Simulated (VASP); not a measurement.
Write the native input for VASP 6.6.1 that does the following.

```yaml
Task: relaxation of cell and atoms
Functional: PBE
Potentials_or_basis: VASP PAW PBE potentials, release 64 (W_sv)
Cutoff: 600 eV
k_mesh: 12 × 12 × 12
Occupations: fermi-dirac, width 0.05 eV
Spin: no spin polarisation
Target_pressure: 10 GPa
Dipole_correction: no
Further_INCAR_settings: ALGO = Normal; EDIFF = 1e-06; IBRION = 2; EDIFFG = -0.01; NSW = 60; ISIF = 3
```

The structure of W lies in POSCAR:

```
W
1.0
   -1.5823450000      1.5823450000      1.5823450000
    1.5823450000     -1.5823450000      1.5823450000
    1.5823450000      1.5823450000     -1.5823450000
W
1
Direct
    0.0000000000      0.0000000000      0.0000000000
```

The input as run:

INCAR

```
SYSTEM = W
PREC = Accurate
ENCUT = 600
EDIFF = 1E-6
ISMEAR = -1
SIGMA = 0.05
LREAL = .FALSE.
LASPH = .TRUE.
NELM = 60
ALGO = Normal
ISIF = 3
LWAVE = .FALSE.
LCHARG = .FALSE.
GGA = PE
IBRION = 2
NSW = 60
EDIFFG = -0.01
PSTRESS = 100.0
```

KPOINTS

```
regular mesh
0
G
  12 12 12
  0 0 0
```

Potentials or basis: VASP PAW PBE potentials, release 64 (W_sv).

Launch:

```console
$ cat potpaw_PBE.64/W_sv/POTCAR > POTCAR
$ mpirun -np 1 vasp_std > vasp.out
```

Results of the run:

```
Relaxed volume                                             : 15.68 Å³/atom
Relaxed cell                                               : a = 2.731 Å, b = 2.731 Å, c = 2.731 Å, α = 109.47°, β = 109.47°, γ = 109.47°
Space group after relaxing (to 0.1 Å)                      : Im-3m (No. 229)
Energy change on relaxing (the run minimises the enthalpy) : +8.3 meV/atom
Ionic steps                                                : 3
Pressure after relaxing                                    : 9.9 GPa
Band gap on the k mesh                                     : zero (bands 7 and 8 overlap by 6.49 eV)
```

Caveat: the cell is relaxed towards a set pressure, so the run minimises the enthalpy, not the energy; spin-orbit coupling is left out, which moves the levels of the heavy elements.

Wall time 18 s on 1 thread of Intel(R) Xeon(R) Platinum 8259CL CPU @ 2.50GHz (Skylake/Cascade Lake), on a shared host, peak memory 0.16 GiB.
